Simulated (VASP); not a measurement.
# CsCl (Pm-3m) in VASP: single point with r2SCAN

Aim: the single point of CsCl with r2SCAN.

Program: VASP 6.6.1. These are calculated values, not measurements. Logs are shortened: lines on timing, memory, paths and dates and some standing lists are left out, and cuts for length are marked.

## Step 1: The cell of the first run

It takes space group Pm-3m (No. 221, cubic). Conventional cell: a = 3.761 Å, b = 3.761 Å, c = 3.761 Å, α = 90.00°, β = 90.00°, γ = 90.00°. Cs (site symmetry m-3m) has 8 Cl at 3.26 Å and 6 Cs at 3.76 Å within 4.3 Å. Cl (site symmetry m-3m) has 8 Cs at 3.26 Å and 6 Cl at 3.76 Å within 4.3 Å.

## Step 2: Single point, r2SCAN

POSCAR reads:

```
CsCl
1.0
    3.7607380000      0.0000000000      0.0000000000
    0.0000000000      3.7607380000      0.0000000000
    0.0000000000      0.0000000000      3.7607380000
Cs Cl
1 1
Direct
    0.0000000000      0.0000000000      0.0000000000
    0.5000000000      0.5000000000      0.5000000000
```

INCAR.step1 reads:

```
SYSTEM = CsCl
PREC = Accurate
ENCUT = 550
ISMEAR = 1
SIGMA = 0.0149
LREAL = .False.
LASPH = .True.
NELM = 120
NBANDS = 15
GGA = PE
ALGO = Normal
EDIFF = 1E-5
LWAVE = .True.
LCHARG = .False.
GGA_COMPAT = .False.
```

INCAR.step2 reads:

```
SYSTEM = CsCl
PREC = Accurate
ENCUT = 550
EDIFF = 1E-6
ISMEAR = 1
SIGMA = 0.0149
LREAL = .False.
LASPH = .True.
NELM = 120
ALGO = Normal
ISIF = 2
LWAVE = .False.
LCHARG = .True.
METAGGA = R2SCAN
LMIXTAU = .True.
LELF = .True.
LVHAR = .True.
NBANDS = 15
ISTART = 1
GGA_COMPAT = .False.
```

KPOINTS reads:

```
regular mesh
0
Gamma
  7 7 7
  0 0 0
```

Potentials or basis: VASP PAW PBE potentials, release 64 (Cs_sv, Cl).

Launch:

```sh
> cat potpaw_PBE.64/Cs_sv/POTCAR potpaw_PBE.64/Cl/POTCAR > POTCAR
> cp INCAR.step1 INCAR
> mpirun -np 1 vasp_std > vasp.out
> cp INCAR.step2 INCAR
> mpirun -np 1 vasp_std > vasp.out
```

OUTCAR:

```text
SYSTEM = CsCl
   PREC = Accurate
   ENCUT = 550
   EDIFF = 1E-6
   ISMEAR = 1
   LREAL = .False.
   LASPH = .True.
   NELM = 120
   ISIF = 2
   METAGGA = R2SCAN
   ISTART = 1

 ion  position               nearest neighbor table
   1  0.000  0.000  0.000-
   2  0.500  0.500  0.500-

  LATTYP: Found a simple cubic cell.
 ALAT       =     3.7607380000

  Lattice vectors:

 A1 = (   3.7607380000,   0.0000000000,   0.0000000000)
 A2 = (   0.0000000000,   3.7607380000,   0.0000000000)
 A3 = (   0.0000000000,   0.0000000000,   3.7607380000)

Analysis of symmetry for initial positions (statically):
=====================================================================
 Subroutine PRICEL returns:
 Original cell was already a primitive cell.

 Routine SETGRP: Setting up the symmetry group for a
 simple cubic supercell.

 Subroutine GETGRP returns: Found 48 space group operations
 (whereof 48 operations were pure point group operations)
 out of a pool of 48 trial point group operations.

The static configuration has the point symmetry O_h .

Analysis of symmetry for dynamics (positions and initial velocities):
=====================================================================
 Subroutine PRICEL returns:
 Original cell was already a primitive cell.

 Routine SETGRP: Setting up the symmetry group for a
 simple cubic supercell.

 Subroutine GETGRP returns: Found 48 space group operations
 (whereof 48 operations were pure point group operations)
 out of a pool of 48 trial point group operations.

The dynamic configuration has the point symmetry O_h .

 Subroutine INISYM returns: Found 48 space group operations
 (whereof 48 operations are pure point group operations),
 and found     1 'primitive' translations

----------------------------------------------------------------------------------------

                                     Primitive cell

  volume of cell :      53.1887

  direct lattice vectors                    reciprocal lattice vectors
     3.760738000  0.000000000  0.000000000     0.265905256  0.000000000  0.000000000
     0.000000000  3.760738000  0.000000000     0.000000000  0.265905256  0.000000000
     0.000000000  0.000000000  3.760738000     0.000000000  0.000000000  0.265905256

  length of vectors
     3.760738000  3.760738000  3.760738000     0.265905256  0.265905256  0.265905256

  position of ions in fractional coordinates (direct lattice)
     0.000000000  0.000000000  0.000000000
     0.500000000  0.500000000  0.500000000

  ion indices of the primitive-cell ions
   primitive index   ion index
                 1           1
                 2           2

----------------------------------------------------------------------------------------

 KPOINTS: regular mesh

Automatic generation of k-mesh.
 Grid dimensions read from file:
 generate k-points for:    7    7    7

 Generating k-lattice:

  Cartesian coordinates                     Fractional coordinates (reciprocal lattice)
     0.037986465  0.000000000  0.000000000     0.142857143  0.000000000  0.000000000
     0.000000000  0.037986465  0.000000000     0.000000000  0.142857143  0.000000000
     0.000000000  0.000000000  0.037986465     0.000000000  0.000000000  0.142857143

  Length of vectors
     0.037986465  0.037986465  0.037986465

  Shift w.r.t. Gamma in fractional coordinates (k-lattice)
     0.000000000  0.000000000  0.000000000

 Subroutine IBZKPT returns following result:
 ===========================================

 Found     20 irreducible k-points:

 Following reciprocal coordinates:
            Coordinates               Weight
  0.000000  0.000000  0.000000      1.000000
  0.142857  0.000000  0.000000      6.000000
  0.285714  0.000000  0.000000      6.000000
  0.428571  0.000000  0.000000      6.000000
  0.142857  0.142857  0.000000     12.000000
  0.285714  0.142857  0.000000     24.000000
[... 12 lines left out ...]
  0.428571  0.428571  0.285714     24.000000
  0.428571  0.428571  0.428571      8.000000
   k-points           NKPTS =     20   k-points in BZ     NKDIM =     20   number of bands    NBANDS=     15
   number of dos      NEDOS =    301   number of ions     NIONS =      2
   total plane-waves  NPLWV =  27000
   dimension x,y,z NGX =    30 NGY =   30 NGZ =   30
   dimension x,y,z NGXF=    60 NGYF=   60 NGZF=   60
   ions per type =               1   1
   NGX,Y,Z   is equivalent  to a cutoff of  13.26, 13.26, 13.26 a.u.
   NGXF,Y,Z  is equivalent  to a cutoff of  26.52, 26.52, 26.52 a.u.
 SYSTEM =  CsCl
   PREC   = accura    normal or accurate (medium, high low for compatibility)
   ISTART =      1    job   : 0-new  1-cont  2-samecut
   ICHARG =      0    charge: 1-file 2-atom 10-const
   ISPIN  =      1    spin polarized calculation?
   LNONCOLLINEAR =      F non collinear calculations
   LSORBIT =      F    spin-orbit coupling
   LASPH  =      T    aspherical Exc in radial PAW
   ENCUT  =  550.0 eV  40.42 Ry    6.36 a.u.   7.19  7.19  7.19*2*pi/ulx,y,z
   NELM   =    120;   NELMIN=  2; NELMDL=  0     # of ELM steps
   EDIFF  = 0.1E-05   stopping-criterion for ELM
   LREAL  =      F    real-space projection
   EDIFFG = 0.1E-04   stopping-criterion for IOM
   NSW    =      0    number of steps for IOM
   IBRION =     -1    ionic relax: 0-MD 1-quasi-New 2-CG
   NFREE  =      0    steps in history (QN), initial steepest desc. (CG)
   ISIF   =      2    stress and relaxation
   ISYM   =      2    0-nonsym 1-usesym 2-fastsym
   POTIM  = 0.5000    time-step for ionic-motion
   TEBEG  =    0.0;   TEEND  =   0.0 temperature during run
   PSTRESS=    0.0 pullay stress
   NELECT =      16.0000    total number of electrons
   NUPDOWN=      -1.0000    fix difference up-down
   EMIN   =  10.00;   EMAX   =-10.00  energy-range for DOS
   EFERMI =   0.00;   METHOD = LEGACY
   ISMEAR =     1;   SIGMA  =   0.01  broadening in eV -4-tet -1-fermi 0-gaus
   EFERMI_NEDOS =   21; number of points for ismear=-14 and -15
   IALGO  =     38    algorithm
   IMIX   =      4    mixing-type and parameters
     AMIX     =   0.40;   BMIX     =  1.00
     AMIX_MAG =   1.60;   BMIX_MAG =  1.00
  volume/ion in A,a.u.               =      26.59       179.47
  Fermi-wavevector in a.u.,A,eV,Ry     =   1.096920  2.072879 16.370995  1.203234
  Thomas-Fermi vector in A             =   2.233271
   LORBIT       =      0    0 simple, 1 ext, 2 COOP (PROOUT), +10 PAW based schemes
   METAGGA = R2SCAN    functional components
   LHFCALC =     F    Hartree Fock is set to
   AEXX    =    0.0000 exact exchange contribution
   IVDW    =     0    specifies the selected vdW correction
   LEPSILON=     F    determine dielectric tensor
   LRPA    =     F    only Hartree local field effects (RPA)
 non-spin polarized calculation
 Methfessel and Paxton  Order N= 1 SIGMA  =   0.01
  energy-cutoff  :      550.00
  volume of cell :       53.19
 maximum number of plane-waves:      1571
 NGX is ok and might be reduce to    30
   NGX = 15   NGY = 15   NGZ = 15

 number of electron      15.9999998 magnetization

 Free energy of the ion-electron system (eV)
  ---------------------------------------------------
  ext. energy  EPLUGINS =         0.00000000
  ---------------------------------------------------
  free energy    TOTEN  =       -35.04960917 eV

  energy without entropy =      -35.04961672  energy(sigma->0) =      -35.04961168

 E-fermi :   1.2029     XC(G=0): -10.0668

 val. band max:        1.1903511121   @ k =   0.0000   0.0000   0.0000
 cond. band min:       6.5538170701   @ k =   0.0000   0.0000   0.0000
 fundamental gap:      5.3634659580
 Fermi energy:         1.2028951569

 k-point     1 :       0.0000    0.0000    0.0000
  band No.  band energies     occupation
      1     -18.6845      2.00000
      2     -12.0497      2.00000
      3      -4.5031      2.00000
      4      -4.5031      2.00000
      5      -4.5031      2.00000
      6       1.1904      2.00000
      7       1.1904      2.00000
      8       1.1904      2.00000
      9       6.5538      0.00000
     10       6.5538      0.00000
     11       8.9549      0.00000
     12      12.7459      0.00000
     13      12.7459      0.00000
     14      12.7459      0.00000
     15      16.0050      0.00000

 k-point     2 :       0.1429    0.0000    0.0000
  band No.  band energies     occupation
      1     -18.6348      2.00000
      2     -12.1013      2.00000
      3      -4.6806      2.00000
      4      -4.4338      2.00000
      5      -4.4338      2.00000
      6       0.7737      2.00000
      7       1.0718      2.00000
      8       1.0718      2.00000
      9       6.7393      0.00000
     10       7.2912      0.00000
     11       9.5917      0.00000
     12      12.5799      0.00000
     13      12.5799      0.00000
     14      12.9223      0.00000
     15      14.5042      0.00000

 k-point     3 :       0.2857    0.0000    0.0000
  band No.  band energies     occupation
      1     -18.5183      2.00000
      2     -12.2311      2.00000
      3      -5.0001      2.00000
      4      -4.2666      2.00000
      5      -4.2666      2.00000
      6      -0.0354      2.00000
      7       0.7909      2.00000
      8       0.7909      2.00000
      9       7.2621      0.00000
     10       9.0741      0.00000
     11      11.0390      0.00000
     12      12.4282      0.00000
     13      12.4282      0.00000
     14      12.4916      0.00000
     15      13.4184      0.00000
[... 271 lines left out ...]
 k-point    19 :       0.4286    0.4286    0.2857
  band No.  band energies     occupation
      1     -18.1093      2.00000
      2     -11.9362      2.00000
      3      -5.6606      2.00000
      4      -5.6409      2.00000
      5      -4.9491      2.00000
      6      -0.4544      2.00000
      7      -0.2184      2.00000
      8       0.0771      2.00000
      9       9.8804      0.00000
     10      10.7399      0.00000
     11      10.8496      0.00000
     12      11.4390      0.00000
     13      14.2615      0.00000
     14      14.7744      0.00000
     15      16.9298      0.00000

 k-point    20 :       0.4286    0.4286    0.4286
  band No.  band energies     occupation
      1     -18.0442      2.00000
      2     -11.8639      2.00000
      3      -5.4869      2.00000
      4      -5.4212      2.00000
      5      -5.4212      2.00000
      6      -0.7554      2.00000
      7      -0.7554      2.00000
      8      -0.5116      2.00000
      9      10.8805      0.00000
     10      11.4991      0.00000
     11      11.4991      0.00000
     12      13.7386      0.00000
     13      13.7386      0.00000
     14      14.2024      0.00000
     15      16.8266      0.00000

------------------------ aborting loop because EDIFF is reached ----------------------------------------

  FORCE on cell =-STRESS in cart. coord.  units (eV):
  Direction    XX          YY          ZZ          XY          YZ          ZX
  --------------------------------------------------------------------------------------
  -------------------------------------------------------------------------------------
  Total        3.7443481      3.7443481      3.7443481      0.0000000     -0.0000000     -0.0000000
  in kB      112.7892125    112.7892125    112.7892125      0.0000000     -0.0000000     -0.0000000
  external PRESSURE =     112.7892125 kB  Pullay stress =       0.0000000 kB

 VOLUME and BASIS-vectors are now :
 -----------------------------------------------------------------------------
  energy-cutoff  :      550.00
  volume of cell :       53.19
      direct lattice vectors                 reciprocal lattice vectors
     3.760738000  0.000000000  0.000000000     0.265905256  0.000000000  0.000000000
     0.000000000  3.760738000  0.000000000     0.000000000  0.265905256  0.000000000
     0.000000000  0.000000000  3.760738000     0.000000000  0.000000000  0.265905256

 POSITION                                       TOTAL-FORCE (eV/Angst)
 -----------------------------------------------------------------------------------
      0.00000      0.00000      0.00000         0.000000      0.000000      0.000000
      1.88037      1.88037      1.88037         0.000000      0.000000      0.000000
 -----------------------------------------------------------------------------------
    total drift:                                0.000000      0.000000     -0.000000

  FREE ENERGIE OF THE ION-ELECTRON SYSTEM (eV)
  ---------------------------------------------------
  free  energy   TOTEN  =       -35.0496091663 eV

  energy  without entropy=      -35.0496167222  energy(sigma->0) =      -35.04961168
```

Run time: 1.9 min. Hardware: 1 thread of Intel Xeon 8259CL, shared host; peak memory 0.18 GiB.

Results:

```yaml
Free_energy: -35.0496 eV
Pressure: 11.3 GPa
Band_gap_on_the_k_mesh: 5.36 eV, direct
```

Levels at points of the mesh, in eV from the valence-band top:
```tsv
k point	band 4	band 5	band 6	band 7	band 8	band 9	band 10	band 11	band 12	band 13
(0.00, 0.00, 0.00)	-5.69	-5.69	0.00	0.00	0.00	5.36	5.36	7.76	11.56	11.56
```

Caveat: the PAW data sets were made with another functional, which shifts forces and pressure a little; spin-orbit coupling is left out, which moves the levels of the heavy elements. A k mesh can miss the band edges.
